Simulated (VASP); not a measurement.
# CuMoH6 (F-43m) in VASP: notebook

Runs on CuMoH6. Level: PBE. Tasks: single point, relaxation of cell and atoms.

All numbers are computed with VASP 6.6.1; they aren't measurements. Logs are shortened: lines on timing, memory, paths and dates and some standing lists are left out, and cuts for length are marked.

## Step 1: The cell of the first run

The structure is cubic, space group F-43m (No. 216). Conventional cell: a = 6.195 Å, b = 6.195 Å, c = 6.195 Å, α = 90.00°, β = 90.00°, γ = 90.00°. Within 2.9 Å of Cu (site symmetry -43m) lie 12 H at 2.20 Å and 4 Mo at 2.68 Å. H (site symmetry 2mm) has 1 Mo at 1.79 Å and 4 H at 1.85 Å and 2 Cu at 2.20 Å within 2.4 Å. Within 2.4 Å of Mo (site symmetry -43m) lie 6 H at 1.79 Å.

The cell was built from a structure type or drawn by symmetry, and may not be a known phase.

## Step 2: Single point, PBE

Input file INCAR:

```
PREC = Accurate
ENCUT = 520
EDIFF = 1E-6
ISMEAR = 0
SIGMA = 0.1
LREAL = F
LASPH = T
NELM = 100
ALGO = Normal
ISIF = 2
LWAVE = F
LCHARG = F
GGA = PE
NBANDS = 26
```

Input file KPOINTS:

```
Automatic mesh
0
Gamma
  4 4 4
```

Input file POSCAR:

```
CuMoH6
1.0
    0.0000000000      3.0975530676      3.0975530676
    3.0975530676      0.0000000000      3.0975530676
    3.0975530676      3.0975530676      0.0000000000
Cu H Mo
1 6 1
Direct
    0.2500000000      0.2500000000      0.2500000000
    0.7889729691      0.2110270309      0.2110270309
    0.2110270309      0.7889729691      0.7889729691
    0.2110270309      0.7889729691      0.2110270309
    0.7889729691      0.2110270309      0.7889729691
    0.2110270309      0.2110270309      0.7889729691
    0.7889729691      0.7889729691      0.2110270309
    0.5000000000      0.5000000000      0.5000000000
```

Potentials or basis: VASP PAW PBE potentials, release 64 (Cu, H, Mo_sv).

The run is started by

```
> cat potpaw_PBE.64/Cu/POTCAR potpaw_PBE.64/H/POTCAR potpaw_PBE.64/Mo_sv/POTCAR > POTCAR
> mpirun -np 1 vasp_std > vasp.out
```

OUTCAR:

```text
PREC = Accurate
   ENCUT = 520
   EDIFF = 1E-6
   ISMEAR = 0
   LREAL = F
   LASPH = T
   NELM = 100
   ISIF = 2
   GGA = PE

 ion  position               nearest neighbor table
   1  0.250  0.250  0.250-   8 2.68   8 2.68   8 2.68   8 2.68
   2  0.789  0.211  0.211-   8 1.79
   3  0.211  0.789  0.789-   8 1.79
   4  0.211  0.789  0.211-   8 1.79
   5  0.789  0.211  0.789-   8 1.79
   6  0.211  0.211  0.789-   8 1.79
   7  0.789  0.789  0.211-   8 1.79
   8  0.500  0.500  0.500-   2 1.79   3 1.79   4 1.79   5 1.79   6 1.79   7 1.79   1 2.68   1 2.68
                             1 2.68   1 2.68

  LATTYP: Found a face centered cubic cell.
 ALAT       =     6.1951061352

  Lattice vectors:

 A1 = (   0.0000000000,   3.0975530676,   3.0975530676)
 A2 = (   3.0975530676,   0.0000000000,   3.0975530676)
 A3 = (   3.0975530676,   3.0975530676,   0.0000000000)

Analysis of symmetry for initial positions (statically):
=====================================================================
 Subroutine PRICEL returns:
 Original cell was already a primitive cell.

 Routine SETGRP: Setting up the symmetry group for a
 face centered cubic supercell.

 Subroutine GETGRP returns: Found 24 space group operations
 (whereof 24 operations were pure point group operations)
 out of a pool of 48 trial point group operations.

The static configuration has the point symmetry T_d .

Analysis of symmetry for dynamics (positions and initial velocities):
=====================================================================
 Subroutine PRICEL returns:
 Original cell was already a primitive cell.

 Routine SETGRP: Setting up the symmetry group for a
 face centered cubic supercell.

 Subroutine GETGRP returns: Found 24 space group operations
 (whereof 24 operations were pure point group operations)
 out of a pool of 48 trial point group operations.

The dynamic configuration has the point symmetry T_d .

 Subroutine INISYM returns: Found 24 space group operations
 (whereof 24 operations are pure point group operations),
 and found     1 'primitive' translations

----------------------------------------------------------------------------------------

                                     Primitive cell

  volume of cell :      59.4410

  direct lattice vectors                    reciprocal lattice vectors
     0.000000000  3.097553068  3.097553068    -0.161417735  0.161417735  0.161417735
     3.097553068  0.000000000  3.097553068     0.161417735 -0.161417735  0.161417735
     3.097553068  3.097553068  0.000000000     0.161417735  0.161417735 -0.161417735

  length of vectors
     4.380601558  4.380601558  4.380601558     0.279583718  0.279583718  0.279583718

  position of ions in fractional coordinates (direct lattice)
     0.250000000  0.250000000  0.250000000
     0.788972969  0.211027031  0.211027031
     0.211027031  0.788972969  0.788972969
     0.211027031  0.788972969  0.211027031
     0.788972969  0.211027031  0.788972969
     0.211027031  0.211027031  0.788972969
     0.788972969  0.788972969  0.211027031
     0.500000000  0.500000000  0.500000000

  ion indices of the primitive-cell ions
   primitive index   ion index
                 1           1
                 2           2
                 3           3
                 4           4
                 5           5
                 6           6
                 7           7
                 8           8

----------------------------------------------------------------------------------------

 KPOINTS: Automatic mesh

Automatic generation of k-mesh.
 Grid dimensions read from file:
 generate k-points for:    4    4    4

 Generating k-lattice:

  Cartesian coordinates                     Fractional coordinates (reciprocal lattice)
    -0.040354434  0.040354434  0.040354434     0.250000000  0.000000000  0.000000000
     0.040354434 -0.040354434  0.040354434     0.000000000  0.250000000  0.000000000
     0.040354434  0.040354434 -0.040354434     0.000000000  0.000000000  0.250000000

  Length of vectors
     0.069895930  0.069895930  0.069895930

  Shift w.r.t. Gamma in fractional coordinates (k-lattice)
     0.000000000  0.000000000  0.000000000

 Subroutine IBZKPT returns following result:
 ===========================================

 Found      8 irreducible k-points:

 Following reciprocal coordinates:
            Coordinates               Weight
  0.000000  0.000000  0.000000      1.000000
  0.250000  0.000000  0.000000      8.000000
  0.500000  0.000000  0.000000      4.000000
  0.250000  0.250000  0.000000      6.000000
  0.500000  0.250000  0.000000     24.000000
 -0.250000  0.250000  0.000000     12.000000
  0.500000  0.500000  0.000000      3.000000
 -0.250000  0.500000  0.250000      6.000000
   k-points           NKPTS =      8   k-points in BZ     NKDIM =      8   number of bands    NBANDS=     26
   number of dos      NEDOS =    301   number of ions     NIONS =      8
   total plane-waves  NPLWV =  46656
   dimension x,y,z NGX =    36 NGY =   36 NGZ =   36
   dimension x,y,z NGXF=    72 NGYF=   72 NGZF=   72
   ions per type =               1   6   1
   NGX,Y,Z   is equivalent  to a cutoff of  13.66, 13.66, 13.66 a.u.
   NGXF,Y,Z  is equivalent  to a cutoff of  27.32, 27.32, 27.32 a.u.
 SYSTEM =  unknown system
   PREC   = accura    normal or accurate (medium, high low for compatibility)
   ISTART =      0    job   : 0-new  1-cont  2-samecut
   ICHARG =      2    charge: 1-file 2-atom 10-const
   ISPIN  =      1    spin polarized calculation?
   LNONCOLLINEAR =      F non collinear calculations
   LSORBIT =      F    spin-orbit coupling
   LASPH  =      T    aspherical Exc in radial PAW
   ENCUT  =  520.0 eV  38.22 Ry    6.18 a.u.   8.15  8.15  8.15*2*pi/ulx,y,z
   NELM   =    100;   NELMIN=  2; NELMDL= -5     # of ELM steps
   EDIFF  = 0.1E-05   stopping-criterion for ELM
   LREAL  =      F    real-space projection
   EDIFFG = 0.1E-04   stopping-criterion for IOM
   NSW    =      0    number of steps for IOM
   IBRION =     -1    ionic relax: 0-MD 1-quasi-New 2-CG
   NFREE  =      0    steps in history (QN), initial steepest desc. (CG)
   ISIF   =      2    stress and relaxation
   ISYM   =      2    0-nonsym 1-usesym 2-fastsym
   POTIM  = 0.5000    time-step for ionic-motion
   TEBEG  =    0.0;   TEEND  =   0.0 temperature during run
   PSTRESS=    0.0 pullay stress
   NELECT =      31.0000    total number of electrons
   NUPDOWN=      -1.0000    fix difference up-down
   EMIN   =  10.00;   EMAX   =-10.00  energy-range for DOS
   EFERMI =   0.00;   METHOD = LEGACY
   ISMEAR =     0;   SIGMA  =   0.10  broadening in eV -4-tet -1-fermi 0-gaus
   EFERMI_NEDOS =   21; number of points for ismear=-14 and -15
   IALGO  =     38    algorithm
   IMIX   =      4    mixing-type and parameters
     AMIX     =   0.40;   BMIX     =  1.00
     AMIX_MAG =   1.60;   BMIX_MAG =  1.00
  volume/ion in A,a.u.               =       7.43        50.14
  Fermi-wavevector in a.u.,A,eV,Ry     =   1.317751  2.490188 23.626072  1.736467
  Thomas-Fermi vector in A             =   2.447770
   LORBIT       =      0    0 simple, 1 ext, 2 COOP (PROOUT), +10 PAW based schemes
   GGA     = PE    functional components
   LHFCALC =     F    Hartree Fock is set to
   AEXX    =    0.0000 exact exchange contribution
   IVDW    =     0    specifies the selected vdW correction
   LEPSILON=     F    determine dielectric tensor
   LRPA    =     F    only Hartree local field effects (RPA)
 non-spin polarized calculation
 Gauss-broadening in eV      SIGMA  =   0.10
  energy-cutoff  :      520.00
  volume of cell :       59.44
 maximum number of plane-waves:      1639
 NGX is ok and might be reduce to    36
   NGX = 17   NGY = 17   NGZ = 17

 number of electron      30.9999997 magnetization

 Free energy of the ion-electron system (eV)
  ---------------------------------------------------
  ext. energy  EPLUGINS =         0.00000000
  ---------------------------------------------------
  free energy    TOTEN  =       -28.64373485 eV

  energy without entropy =      -28.61321706  energy(sigma->0) =      -28.62847595

 E-fermi :   3.9618     XC(G=0): -10.6266

 val. band max:        3.9535390434   @ k =   0.0000   0.0000   0.0000
 cond. band min:       3.9735087398   @ k =   0.5000   0.0000   0.0000
 fundamental gap:      0.0199696964
 Fermi energy:         3.9617981009

 k-point     1 :       0.0000    0.0000    0.0000
  band No.  band energies     occupation
      1     -56.6893      2.00000
      2     -30.8324      2.00000
      3     -30.8324      2.00000
      4     -30.8324      2.00000
      5      -5.6755      2.00000
      6      -0.4131      2.00000
[... 18 lines left out ...]
     25      13.1420      0.00000
     26      14.4668      0.00000

 k-point     2 :       0.2500    0.0000    0.0000
  band No.  band energies     occupation
      1     -56.6891      2.00000
      2     -30.8387      2.00000
      3     -30.8331      2.00000
      4     -30.8331      2.00000
      5      -4.9586      2.00000
      6      -0.7952      2.00000
[... 18 lines left out ...]
     25      13.2491      0.00000
     26      15.7286      0.00000

 k-point     3 :       0.5000    0.0000    0.0000
  band No.  band energies     occupation
      1     -56.6888      2.00000
      2     -30.8449      2.00000
      3     -30.8337      2.00000
      4     -30.8337      2.00000
      5      -3.4532      2.00000
      6      -2.3030      2.00000
[... 108 lines left out ...]
 k-point     7 :       0.5000    0.5000    0.0000
  band No.  band energies     occupation
      1     -56.6887      2.00000
      2     -30.8438      2.00000
      3     -30.8367      2.00000
      4     -30.8367      2.00000
      5      -3.9268      2.00000
      6      -1.0818      2.00000
[... 18 lines left out ...]
     25      16.9476      0.00000
     26      16.9860      0.00000

 k-point     8 :      -0.2500    0.5000    0.2500
  band No.  band energies     occupation
      1     -56.6887      2.00000
      2     -30.8408      2.00000
      3     -30.8397      2.00000
      4     -30.8368      2.00000
      5      -3.5913      2.00000
      6      -1.0853      2.00000
[... 18 lines left out ...]
     25      15.9020      0.00000
     26      15.9709      0.00000

------------------------ aborting loop because EDIFF is reached ----------------------------------------

  FORCE on cell =-STRESS in cart. coord.  units (eV):
  Direction    XX          YY          ZZ          XY          YZ          ZX
  --------------------------------------------------------------------------------------
  -------------------------------------------------------------------------------------
  Total       -0.0462708     -0.0462708     -0.0462708      0.0000000      0.0000000     -0.0000000
  in kB       -1.2471854     -1.2471854     -1.2471854      0.0000000      0.0000000     -0.0000000
  external PRESSURE =      -1.2471854 kB  Pullay stress =       0.0000000 kB

 VOLUME and BASIS-vectors are now :
 -----------------------------------------------------------------------------
  energy-cutoff  :      520.00
  volume of cell :       59.44
      direct lattice vectors                 reciprocal lattice vectors
     0.000000000  3.097553068  3.097553068    -0.161417735  0.161417735  0.161417735
     3.097553068  0.000000000  3.097553068     0.161417735 -0.161417735  0.161417735
     3.097553068  3.097553068  0.000000000     0.161417735  0.161417735 -0.161417735

 POSITION                                       TOTAL-FORCE (eV/Angst)
 -----------------------------------------------------------------------------------
      1.54878      1.54878      1.54878        -0.000000      0.000000     -0.000000
      1.30733      3.09755      3.09755         0.023027      0.000000     -0.000000
      4.88777      3.09755      3.09755        -0.023027      0.000000     -0.000000
      3.09755      1.30733      3.09755        -0.000000      0.023027     -0.000000
      3.09755      4.88777      3.09755        -0.000000     -0.023027     -0.000000
      3.09755      3.09755      1.30733        -0.000000      0.000000      0.023027
      3.09755      3.09755      4.88777        -0.000000      0.000000     -0.023027
      3.09755      3.09755      3.09755        -0.000000      0.000000     -0.000000
 -----------------------------------------------------------------------------------
    total drift:                                0.000000      0.000000      0.000000

  FREE ENERGIE OF THE ION-ELECTRON SYSTEM (eV)
  ---------------------------------------------------
  free  energy   TOTEN  =       -28.6437348490 eV

  energy  without entropy=      -28.6132170589  energy(sigma->0) =      -28.62847595
```

Run time: 28 s. Hardware: 1 thread of Intel Xeon Platinum 8259CL at 2.50GHz (Skylake/Cascade Lake), shared host; peak memory 0.21 GiB.

Results:

```yaml
Free_energy: -28.6437 eV
Pressure: -0.1 GPa
Largest_force: 0.023 eV/Å
Band_gap_on_the_k_mesh: zero (an odd number of electrons rules out a gap without spin polarisation)
```

Forces in eV/Å, atoms in the order of the input:
```
Cu   0.000  0.000  0.000
H    0.023  0.000  0.000
H   -0.023  0.000  0.000
H    0.000  0.023  0.000
H    0.000 -0.023  0.000
H    0.000  0.000  0.023
H    0.000  0.000 -0.023
Mo   0.000  0.000  0.000
```

Levels at points of the mesh, in eV from the Fermi level:
```tsv
k point	band 13	band 14	band 15	band 16	band 17	band 18
(0.00, 0.00, 0.00)	-1.18	-1.18	-1.18	-0.01	-0.01	-0.01
(0.50, 0.00, 0.00)	-2.83	0.01	0.01	0.05	0.98	0.98
(0.50, 0.50, 0.00)	-2.72	-2.72	-1.41	-0.91	0.57	0.57
```

Caveat: the k points lie up to 0.44 Å⁻¹ apart, too coarse for converged energies and pressures of a metal.

(Continued in part 2 of 2.)
